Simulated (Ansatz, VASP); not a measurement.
WCl3F in VASP and in Ansatz

```
W Cl F
1.0
     4.66045    0.00000    0.00000
     0.00000    4.66045    0.00000
     0.00000    0.00000    4.66045
W Cl F
1 3 1
Cartesian
  2.3302 2.3302 2.3302
  0.0000 2.3302 2.3302
  2.3302 0.0000 2.3302
  2.3302 2.3302 0.0000
  0.0000 0.0000 0.0000
```

Change from the starting cell: species swapped into the TmBPd3 type (Pm-3m, No. 221).

Alike in both runs: functional PBE; k mesh 8 × 8 × 8; occupations gaussian, width 0.1 eV; no spin polarisation.

Ansatz relaxed the structure, and its values are those at the end. VASP's run is a single point on that final structure, the one shown.

```csv
,VASP,Ansatz
version,VASP 6.6.1,Ansatz 0.2.0
potentials or method,"VASP PAW PBE potentials, release 64 (W_sv, Cl, F), cutoff 520 eV","scalar-relativistic, plane waves, PAW"
valence electrons in the cell,42,42
```

|  | VASP | Ansatz | Ansatz less VASP |
| --- | --- | --- | --- |
| gap on the k mesh at the Fermi level (eV) | none | none | - |
| pressure (GPa) | 0.0 | 0.0 | +0.04 |

A gap of «none» marks a metal or a gap that the smearing closes.

Neither program's run includes spin-orbit coupling.
